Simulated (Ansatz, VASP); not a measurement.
O: VASP beside Ansatz

File INCAR:

```
SYSTEM = O
  PREC = Accurate
  ENCUT = 520
  EDIFF = 1E-6
  ISMEAR = -1
  SIGMA = 0.03
  LREAL = .False.
  LASPH = .True.
  NELM = 60
  ALGO = Normal
  ISIF = 2
  LWAVE = .False.
  LCHARG = .False.
  GGA = PS
  NBANDS = 20
```

KPOINTS

```
Automatic mesh
0
Gamma
  13 13 5
  0 0 0
```

File POSCAR:

```
O
1.0
    2.5779602975      0.0000000000      0.0000000000
   -1.2889801488      2.2325791076      0.0000000000
    0.0000000000      0.0000000000      6.6185443154
O
4
Direct
    0.3333333333      0.6666666667      0.1610000000
    0.6666666667      0.3333333333      0.6610000000
    0.3333333333      0.6666666667      0.3390000000
    0.6666666667      0.3333333333      0.8390000000
```

Input for Ansatz:

```yaml
crystal:
  lattice:
    - [2.5779602975, 0.0, 0.0]
    - [-1.2889801488, 2.2325791076, 0.0]
    - [0.0, 0.0, 6.6185443154]
  atoms:
    - { symbol: O, position: [0.3333333333, 0.6666666667, 0.161] }
    - { symbol: O, position: [0.6666666667, 0.3333333333, 0.661] }
    - { symbol: O, position: [0.3333333333, 0.6666666667, 0.339] }
    - { symbol: O, position: [0.6666666667, 0.3333333333, 0.839] }
kpoints:
  mp_grid: { grid: [13, 13, 5] }
  band_path:
    path:
      - [0.0, 0.0, 0.0]
      - [0.5, 0.0, 0.0]
      - [0.3333333333, 0.3333333333, 0.0]
      - [0.0, 0.0, 0.0]
      - [0.0, 0.0, 0.5]
      - [0.5, 0.0, 0.5]
      - [0.3333333333, 0.3333333333, 0.5]
      - [0.0, 0.0, 0.5]
      - [0.5, 0.0, 0.5]
    npoints: 5
scf:
  occupations: { method: fermi_dirac, width: 0.03 }
hamiltonian:
  xc: pbesol
  pseudopotentials: { kind: all_electron, lapw: { basis_error: 0.001 } }
output:
  forces: true
  stress: true
  eigenvalues: true
```

Change from the starting cell: volume scaled by 1.02.

Alike in both runs: task single point; functional PBEsol; k mesh 13 × 13 × 5; occupations fermi-dirac, width 0.03 eV; no spin polarisation.

|  | VASP | Ansatz |
| --- | --- | --- |
| version | VASP 6.6.1 | Ansatz 0.2.0 |
| potentials or method | VASP PAW PBE potentials, release 64 (O), cutoff 520 eV | all-electron LAPW, scalar-relativistic |

VASP gave:

```
pressure (GPa)                                                : 13.1
traceless stress, the component that is largest in VASP (GPa) : 38.67
rms of the force components (eV/Å)                            : 2.207
```

What did Ansatz give for the same quantities?

Pressure (GPa): 7.9; traceless stress, the component that is largest in VASP (GPa): 27.37; rms of the force components (eV/Å): 1.204.

VASP's potentials were made for PBE, not for PBEsol. Atom by atom the forces differ by 1.003 eV/Å (rms over components). Ansatz ran all-electron here, and VASP with PAW potentials.

Noted on VASP's run: the standard files for N, O and F lose accuracy on very short bonds; spin is off for a triplet molecule.
